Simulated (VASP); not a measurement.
Sb: single point with PBE

Sb:

```
Sb
1.0
     3.16000    0.00000    0.00000
     0.00000    3.16000    0.00000
     0.00000    0.00000    3.16000
Sb
1
Direct
  0.00000 0.00000 0.00000
```

```
Program             : VASP 6.6.1
Task                : single point
Functional          : PBE
Potentials or basis : VASP PAW PBE potentials, release 64 (Sb)
Cutoff              : 500 eV
k mesh              : 8 × 8 × 8
Occupations         : gaussian, width 0.014 eV
Spin                : no spin polarisation
```

The pressure is -2.3 GPa.

Levels at points of the mesh, in eV from the Fermi level:
```
           k point  band 1  band 2  band 3  band 4  band 5  band 6
(0.00, 0.00, 0.00)  -11.91    3.18    3.18    3.18    6.93    6.93
(0.50, 0.00, 0.00)   -9.69   -5.14    5.01    5.01    8.90   10.50
(0.50, 0.50, 0.00)   -7.36   -3.23   -3.23    2.45    6.84   12.45
(0.50, 0.50, 0.50)   -4.79   -1.45   -1.45   -1.45    4.97    4.97
```

Run time: 10 s on 1 thread of Intel Xeon 8259CL (shared host), peak memory 0.13 GiB.

Caveat: spin-orbit coupling is left out, which moves the levels of the heavy elements.
